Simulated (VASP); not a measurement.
# TaGa2 (F-43m) in VASP: notebook

Runs on TaGa2. Level: PBE. Tasks: single point, relaxation of cell and atoms.

Program: VASP 6.6.1. These are calculated values, not measurements. Logs are shortened: lines on timing, memory, paths and dates and some standing lists are left out, and cuts for length are marked.

### Step 1. The cell of the first run

The structure is cubic, space group F-43m (No. 216). The conventional cell has a = 5.842 Å, b = 5.842 Å, c = 5.842 Å, α = 90.00°, β = 90.00°, γ = 90.00°. Ta (site symmetry -43m) has 10 Ga at 2.53 to 2.92 Å within 3.3 Å. Within 3.3 Å of Ga (site symmetry -43m) lie 4 Ta at 2.53 Å and 4 Ga at 2.53 Å. Within 3.3 Å of Ga (site symmetry -43m) lie 4 Ga at 2.53 Å and 6 Ta at 2.92 Å.

### Step 2. Single point, PBE

INCAR reads:

```
SYSTEM = TaGa2
ALGO = Fast ; EDIFF = 1E-7
ENCUT = 520 ; GGA = PE
ISIF = 2 ; ISMEAR = 0
LASPH = .True. ; LCHARG = .False.
LREAL = .False. ; LWAVE = .False.
NBANDS = 26 ; NELM = 80
PREC = Accurate ; SIGMA = 0.1
```

KPOINTS reads:

```
k-points
0
Gamma
  6 6 6
  0 0 0
```

POSCAR reads:

```
TaGa2
1.0
    0.0000000000      2.9209175500      2.9209175500
    2.9209175500      0.0000000000      2.9209175500
    2.9209175500      2.9209175500      0.0000000000
Ta Ga
1 2
Direct
    0.0000000000      0.0000000000      0.0000000000
    0.2500000000      0.2500000000      0.2500000000
    0.5000000000      0.5000000000      0.5000000000
```

Potentials or basis: VASP PAW PBE potentials, release 64 (Ta_pv, Ga_d).

Launch:

```bash
cat potpaw_PBE.64/Ta_pv/POTCAR potpaw_PBE.64/Ga_d/POTCAR > POTCAR
mpirun -np 1 vasp_std > vasp.out
```

OUTCAR:

```text
SYSTEM = TaGa2
   EDIFF = 1E-7
   ENCUT = 520
   GGA = PE
   ISIF = 2
   ISMEAR = 0
   LASPH = .True.
   LREAL = .False.
   NELM = 80
   PREC = Accurate

 ion  position               nearest neighbor table
   1  0.000  0.000  0.000-   2 2.53   2 2.53   2 2.53   2 2.53   3 2.92   3 2.92   3 2.92   3 2.92
                             3 2.92   3 2.92
   2  0.250  0.250  0.250-   1 2.53   3 2.53   1 2.53   1 2.53   3 2.53   1 2.53   3 2.53   3 2.53

   3  0.500  0.500  0.500-   2 2.53   2 2.53   2 2.53   2 2.53   1 2.92   1 2.92   1 2.92   1 2.92
                             1 2.92   1 2.92

  LATTYP: Found a face centered cubic cell.
 ALAT       =     5.8418351000

  Lattice vectors:

 A1 = (   0.0000000000,   2.9209175500,   2.9209175500)
 A2 = (   2.9209175500,   0.0000000000,   2.9209175500)
 A3 = (   2.9209175500,   2.9209175500,   0.0000000000)

Analysis of symmetry for initial positions (statically):
=====================================================================
 Subroutine PRICEL returns:
 Original cell was already a primitive cell.

 Routine SETGRP: Setting up the symmetry group for a
 face centered cubic supercell.

 Subroutine GETGRP returns: Found 24 space group operations
 (whereof 24 operations were pure point group operations)
 out of a pool of 48 trial point group operations.

The static configuration has the point symmetry T_d .

Analysis of symmetry for dynamics (positions and initial velocities):
=====================================================================
 Subroutine PRICEL returns:
 Original cell was already a primitive cell.

 Routine SETGRP: Setting up the symmetry group for a
 face centered cubic supercell.

 Subroutine GETGRP returns: Found 24 space group operations
 (whereof 24 operations were pure point group operations)
 out of a pool of 48 trial point group operations.

The dynamic configuration has the point symmetry T_d .

 Subroutine INISYM returns: Found 24 space group operations
 (whereof 24 operations are pure point group operations),
 and found     1 'primitive' translations

----------------------------------------------------------------------------------------

                                     Primitive cell

  volume of cell :      49.8411

  direct lattice vectors                    reciprocal lattice vectors
     0.000000000  2.920917550  2.920917550    -0.171179087  0.171179087  0.171179087
     2.920917550  0.000000000  2.920917550     0.171179087 -0.171179087  0.171179087
     2.920917550  2.920917550  0.000000000     0.171179087  0.171179087 -0.171179087

  length of vectors
     4.130801214  4.130801214  4.130801214     0.296490876  0.296490876  0.296490876

  position of ions in fractional coordinates (direct lattice)
     0.000000000  0.000000000  0.000000000
     0.250000000  0.250000000  0.250000000
     0.500000000  0.500000000  0.500000000

  ion indices of the primitive-cell ions
   primitive index   ion index
                 1           1
                 2           2
                 3           3

----------------------------------------------------------------------------------------

 KPOINTS: k-points

Automatic generation of k-mesh.
 Grid dimensions read from file:
 generate k-points for:    6    6    6

 Generating k-lattice:

  Cartesian coordinates                     Fractional coordinates (reciprocal lattice)
    -0.028529848  0.028529848  0.028529848     0.166666667  0.000000000  0.000000000
     0.028529848 -0.028529848  0.028529848     0.000000000  0.166666667  0.000000000
     0.028529848  0.028529848 -0.028529848     0.000000000  0.000000000  0.166666667

  Length of vectors
     0.049415146  0.049415146  0.049415146

  Shift w.r.t. Gamma in fractional coordinates (k-lattice)
     0.000000000  0.000000000  0.000000000

 Subroutine IBZKPT returns following result:
 ===========================================

 Found     16 irreducible k-points:

 Following reciprocal coordinates:
            Coordinates               Weight
  0.000000  0.000000  0.000000      1.000000
  0.166667  0.000000  0.000000      8.000000
  0.333333  0.000000  0.000000      8.000000
  0.500000  0.000000  0.000000      4.000000
  0.166667  0.166667  0.000000      6.000000
  0.333333  0.166667  0.000000     24.000000
[... 8 lines left out ...]
 -0.333333  0.333333  0.166667     24.000000
 -0.333333  0.500000  0.166667     12.000000
   k-points           NKPTS =     16   k-points in BZ     NKDIM =     16   number of bands    NBANDS=     26
   number of dos      NEDOS =    301   number of ions     NIONS =      3
   total plane-waves  NPLWV =  32768
   dimension x,y,z NGX =    32 NGY =   32 NGZ =   32
   dimension x,y,z NGXF=    64 NGYF=   64 NGZF=   64
   ions per type =               1   2
   NGX,Y,Z   is equivalent  to a cutoff of  12.88, 12.88, 12.88 a.u.
   NGXF,Y,Z  is equivalent  to a cutoff of  25.76, 25.76, 25.76 a.u.
 SYSTEM =  TaGa2
   PREC   = accura    normal or accurate (medium, high low for compatibility)
   ISTART =      0    job   : 0-new  1-cont  2-samecut
   ICHARG =      2    charge: 1-file 2-atom 10-const
   ISPIN  =      1    spin polarized calculation?
   LNONCOLLINEAR =      F non collinear calculations
   LSORBIT =      F    spin-orbit coupling
   LASPH  =      T    aspherical Exc in radial PAW
   ENCUT  =  520.0 eV  38.22 Ry    6.18 a.u.   7.68  7.68  7.68*2*pi/ulx,y,z
   NELM   =     80;   NELMIN=  2; NELMDL= -5     # of ELM steps
   EDIFF  = 0.1E-06   stopping-criterion for ELM
   LREAL  =      F    real-space projection
   EDIFFG = 0.1E-05   stopping-criterion for IOM
   NSW    =      0    number of steps for IOM
   IBRION =     -1    ionic relax: 0-MD 1-quasi-New 2-CG
   NFREE  =      0    steps in history (QN), initial steepest desc. (CG)
   ISIF   =      2    stress and relaxation
   ISYM   =      2    0-nonsym 1-usesym 2-fastsym
   POTIM  = 0.5000    time-step for ionic-motion
   TEBEG  =    0.0;   TEEND  =   0.0 temperature during run
   PSTRESS=    0.0 pullay stress
   NELECT =      37.0000    total number of electrons
   NUPDOWN=      -1.0000    fix difference up-down
   EMIN   =  10.00;   EMAX   =-10.00  energy-range for DOS
   EFERMI =   0.00;   METHOD = LEGACY
   ISMEAR =     0;   SIGMA  =   0.10  broadening in eV -4-tet -1-fermi 0-gaus
   EFERMI_NEDOS =   21; number of points for ismear=-14 and -15
   IALGO  =     68    algorithm
   IMIX   =      4    mixing-type and parameters
     AMIX     =   0.40;   BMIX     =  1.00
     AMIX_MAG =   1.60;   BMIX_MAG =  1.00
  volume/ion in A,a.u.               =      16.61       112.11
  Fermi-wavevector in a.u.,A,eV,Ry     =   1.482334  2.801205 29.896278  2.197314
  Thomas-Fermi vector in A             =   2.596133
   LORBIT       =      0    0 simple, 1 ext, 2 COOP (PROOUT), +10 PAW based schemes
   GGA     = PE    functional components
   LHFCALC =     F    Hartree Fock is set to
   AEXX    =    0.0000 exact exchange contribution
   IVDW    =     0    specifies the selected vdW correction
   LEPSILON=     F    determine dielectric tensor
   LRPA    =     F    only Hartree local field effects (RPA)
 non-spin polarized calculation
 RMM-DIIS sequential band-by-band and
 Gauss-broadening in eV      SIGMA  =   0.10
  energy-cutoff  :      520.00
  volume of cell :       49.84
 maximum number of plane-waves:      1363
   NGX = 15   NGY = 15   NGZ = 15

 number of electron      36.9999990 magnetization

 Free energy of the ion-electron system (eV)
  ---------------------------------------------------
  ext. energy  EPLUGINS =         0.00000000
  ---------------------------------------------------
  free energy    TOTEN  =       -15.59893268 eV

  energy without entropy =      -15.57099546  energy(sigma->0) =      -15.58496407

 E-fermi :   7.0783     XC(G=0): -12.0233

 val. band max:        7.0495103825   @ k =  -0.3333   0.3333   0.1667
 cond. band min:       7.0938726324   @ k =   0.3333   0.1667   0.0000
 fundamental gap:      0.0443622499
 Fermi energy:         7.0782616122

 k-point     1 :       0.0000    0.0000    0.0000
  band No.  band energies     occupation
      1     -27.8600      2.00000
      2     -27.8600      2.00000
      3     -27.8600      2.00000
      4      -8.5986      2.00000
      5      -8.5986      2.00000
      6      -8.5648      2.00000
[... 18 lines left out ...]
     25      14.9881      0.00000
     26      14.9884      0.00000

 k-point     2 :       0.1667    0.0000    0.0000
  band No.  band energies     occupation
      1     -27.8700      2.00000
      2     -27.8614      2.00000
      3     -27.8614      2.00000
      4      -8.6021      2.00000
      5      -8.6021      2.00000
      6      -8.5747      2.00000
[... 18 lines left out ...]
     25      14.0054      0.00000
     26      14.1558      0.00000

 k-point     3 :       0.3333    0.0000    0.0000
  band No.  band energies     occupation
      1     -27.8899      2.00000
      2     -27.8643      2.00000
      3     -27.8643      2.00000
      4      -8.6095      2.00000
      5      -8.6095      2.00000
      6      -8.5801      2.00000
[... 18 lines left out ...]
     25      13.0319      0.00000
     26      14.2084      0.00000

 k-point     4 :       0.5000    0.0000    0.0000
  band No.  band energies     occupation
      1     -27.8997      2.00000
      2     -27.8657      2.00000
      3     -27.8657      2.00000
      4      -8.6137      2.00000
      5      -8.6137      2.00000
      6      -8.5748      2.00000
[... 18 lines left out ...]
     25      13.8709      0.00000
     26      16.4577      0.00000
[... 264 lines left out ...]
      1     -27.8899      2.00000
      2     -27.8754      2.00000
      3     -27.8687      2.00000
      4      -8.6497      2.00000
      5      -8.6345      2.00000
      6      -8.5519      2.00000
[... 18 lines left out ...]
     25      13.9058      0.00000
     26      16.2298      0.00000

 k-point    15 :      -0.3333    0.3333    0.1667
  band No.  band energies     occupation
      1     -27.8911      2.00000
      2     -27.8801      2.00000
      3     -27.8709      2.00000
      4      -8.6688      2.00000
      5      -8.6385      2.00000
      6      -8.5210      2.00000
[... 18 lines left out ...]
     25      14.7909      0.00000
     26      15.2843      0.00000

 k-point    16 :      -0.3333    0.5000    0.1667
  band No.  band energies     occupation
      1     -27.8922      2.00000
      2     -27.8792      2.00000
      3     -27.8742      2.00000
      4      -8.6689      2.00000
      5      -8.6435      2.00000
      6      -8.5174      2.00000
[... 18 lines left out ...]
     25      15.4246      0.00000
     26      15.7170      0.00000

------------------------ aborting loop because EDIFF is reached ----------------------------------------

  FORCE on cell =-STRESS in cart. coord.  units (eV):
  Direction    XX          YY          ZZ          XY          YZ          ZX
  --------------------------------------------------------------------------------------
  -------------------------------------------------------------------------------------
  Total        5.0636984      5.0636984      5.0636984      0.0000000      0.0000000      0.0000000
  in kB      162.7760564    162.7760564    162.7760564      0.0000000      0.0000000      0.0000000
  external PRESSURE =     162.7760564 kB  Pullay stress =       0.0000000 kB

 VOLUME and BASIS-vectors are now :
 -----------------------------------------------------------------------------
  energy-cutoff  :      520.00
  volume of cell :       49.84
      direct lattice vectors                 reciprocal lattice vectors
     0.000000000  2.920917550  2.920917550    -0.171179087  0.171179087  0.171179087
     2.920917550  0.000000000  2.920917550     0.171179087 -0.171179087  0.171179087
     2.920917550  2.920917550  0.000000000     0.171179087  0.171179087 -0.171179087

 POSITION                                       TOTAL-FORCE (eV/Angst)
 -----------------------------------------------------------------------------------
      0.00000      0.00000      0.00000         0.000000      0.000000      0.000000
      1.46046      1.46046      1.46046         0.000000      0.000000      0.000000
      2.92092      2.92092      2.92092        -0.000000     -0.000000     -0.000000
 -----------------------------------------------------------------------------------
    total drift:                               -0.000001     -0.000001     -0.000001

  FREE ENERGIE OF THE ION-ELECTRON SYSTEM (eV)
  ---------------------------------------------------
  free  energy   TOTEN  =       -15.5989326789 eV

  energy  without entropy=      -15.5709954647  energy(sigma->0) =      -15.58496407
```

Wall time 16 s (1 thread of AMD EPYC 9R45 (Zen 5), shared host); peak memory 0.15 GiB.

What came out:

| Quantity | Value |
| --- | --- |
| Free energy | -15.5989 eV |
| Pressure | 16.3 GPa |

Levels at points of the mesh, in eV from the Fermi level:
```csv
k point,band 17,band 18,band 19,band 20,band 21,band 22
"(0.00, 0.00, 0.00)",-2.70,-0.25,-0.25,1.56,1.56,1.56
"(0.50, 0.00, 0.00)",-3.51,-0.30,0.11,0.11,1.65,3.38
"(0.50, 0.50, 0.00)",-2.67,-2.60,-0.67,0.48,0.89,0.89
```

Caveat: spin-orbit coupling is left out, which moves the levels of the heavy elements.

[end of part 1 of 2]
